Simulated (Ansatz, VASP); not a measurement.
# Y in VASP and in Ansatz

```xyz
6
Lattice="3.6580 0.0000 0.0000 0.0000 5.6734 0.0000 0.0000 0.0000 23.3919" Properties=species:S:1:pos:R:3 pbc="T T T"
Y     2.7435    4.2550    8.0000
Y     0.9145    1.4183    9.0560
Y     0.9145    4.2550   11.1680
Y     2.7435    1.4183   12.2239
Y     2.7435    4.2550   14.3359
Y     0.9145    1.4183   15.3919
```

Alike in both runs: task single point; functional PBE; k mesh 10 × 7 × 1; occupations fermi-dirac, width 0.05 eV; no spin polarisation.

```csv
,VASP,Ansatz
version,VASP 6.6.1,Ansatz 0.2.0
potentials or method,"VASP PAW PBE potentials, release 64 (Y_sv)","PAW with Ansatz's default frozen-core files, scalar-relativistic"
plane-wave cutoff (eV),520,420
valence electrons in the cell,66,66
```

Ansatz gave:

- rms of the force components (eV/Å): 0.141

**Question.** What did VASP give for the same quantities?

**Answer.** rms of the force components (eV/Å): 0.143.

Atom by atom the forces differ by 0.003 eV/Å (rms over components). With one functional, cell and mesh, what is left measures potentials, basis and numerics.
